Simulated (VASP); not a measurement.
**BN: relaxation of cell and atoms with LDA**

Crystal: BN.

```
B N
1.0
     0.00000    1.79052    1.79052
     1.79052    0.00000    1.79052
     1.79052    1.79052    0.00000
B N
1 1
Direct
  0.00000 0.00000 0.00000
  0.75000 0.75000 0.75000
```

```
Program                : VASP 6.6.1
Task                   : relaxation of cell and atoms
Functional             : LDA
Potentials or basis    : VASP PAW LDA potentials, release 64 (B, N)
Cutoff                 : 600 eV
k mesh                 : 12 × 12 × 12
Occupations            : gaussian, width 0.02 eV
Spin                   : no spin polarisation
Dipole correction      : no
Further INCAR settings : ALGO = Normal; EDIFF = 1e-06; IBRION = 2; EDIFFG = -0.005; NSW = 100; ISIF = 3
```

| Item | Value |
| --- | --- |
| Relaxed volume | 5.75 Å³/atom |
| Relaxed cell | a = 2.533 Å, b = 2.533 Å, c = 2.533 Å, α = 60.00°, β = 60.00°, γ = 60.00° |
| Space group after relaxing (to 0.05 Å) | F-43m (No. 216) |
| Energy gained by relaxing | 0.0 meV/atom |
| Ionic steps | 3 |
| Pressure after relaxing | 0.0 GPa |
| Band gap on the k mesh | 4.38 eV, indirect (least direct gap 8.81 eV) |

Final structure:
```
B N
1.0
     0.00000    1.79138    1.79138
     1.79138    0.00000    1.79138
     1.79138    1.79138    0.00000
B N
1 1
Direct
  0.00000 0.00000 0.00000
  0.75000 0.75000 0.75000
```

Levels at points of the mesh, in eV from the valence-band top:
```csv
k point,band 1,band 2,band 3,band 4,band 5,band 6,band 7,band 8
"(0.00, 0.00, 0.00)",-20.38,0.00,0.00,0.00,8.81,8.81,8.81,10.88
"(0.50, 0.00, 0.00)",-15.97,-10.96,-2.00,-2.00,10.56,10.71,10.71,15.29
"(0.50, 0.50, 0.00)",-14.55,-9.06,-5.06,-5.06,4.38,9.30,18.11,18.11
```

Run time: 7.7 s on 1 thread of Intel(R) Xeon(R) Platinum 8488C (Sapphire Rapids), with other jobs on the host, peak memory 0.11 GiB.

A k mesh can miss the band edges. Expect the measured gap to be larger: semilocal functionals such as LDA lack the derivative discontinuity.
